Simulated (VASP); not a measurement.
Wanted: the native input for a VASP 6.6.1 run.

| Property | Result |
| --- | --- |
| Task | single point |
| Functional | PBE |
| Potentials or basis | VASP PAW PBE potentials, release 64 (W_sv, Au, N) |
| Cutoff | 600 eV |
| k mesh | 6 × 6 × 2 |
| Occupations | gaussian, width 0.1 eV |
| Spin | no spin polarisation |
| Dipole correction | no |
| Further INCAR settings | ALGO = Normal; EDIFF = 1e-06; NBANDS = 36 |

The structure of W2AuN3 lies in POSCAR:

```
W2AuN3
1.0
    2.8935899286      0.0000000000      0.0000000000
   -1.4467949643      2.5059223863      0.0000000000
    0.0000000000      0.0000000000      9.9060251471
W Au N
2 1 3
Direct
    0.3333333333      0.6666666667      0.9338121796
    0.3333333333      0.6666666667      0.2273551916
    0.0000000000      0.0000000000      0.5920545808
    0.6666666667      0.3333333333      0.3471801389
    0.6666666667      0.3333333333      0.0869902470
    0.0000000000      0.0000000000      0.8126086722
```

The cell was built from a structure type or drawn by symmetry, and may not be a known phase.

These files were run (other wordings do the same):

INCAR

```
PREC = Accurate
ENCUT = 600
EDIFF = 1E-6
ISMEAR = 0
SIGMA = 0.1
LREAL = F
LASPH = T
NELM = 120
ALGO = Normal
ISIF = 2
LWAVE = F
LCHARG = F
GGA = PE
NBANDS = 36
GGA_COMPAT = F
```

KPOINTS

```
Automatic mesh
0
Gamma
  6 6 2
```

Potentials or basis: VASP PAW PBE potentials, release 64 (W_sv, Au, N).

Run with:

```bash
$ cat potpaw_PBE.64/W_sv/POTCAR potpaw_PBE.64/Au/POTCAR potpaw_PBE.64/N/POTCAR > POTCAR
$ mpirun -np 1 vasp_std > vasp.out
```

Results of the run:

```
Pressure               : 1.0 GPa
Largest force          : 0.128 eV/Å
Band gap on the k mesh : zero (bands 27 and 28 overlap by 0.97 eV)
```

Caveat: the k points lie up to 0.42 Å⁻¹ apart, too coarse for converged energies and pressures of a metal; spin-orbit coupling is left out, which moves the levels of the heavy elements.

Run time: 80 s on 1 thread of Intel Xeon 8259CL, on a shared host, peak memory 0.22 GiB.
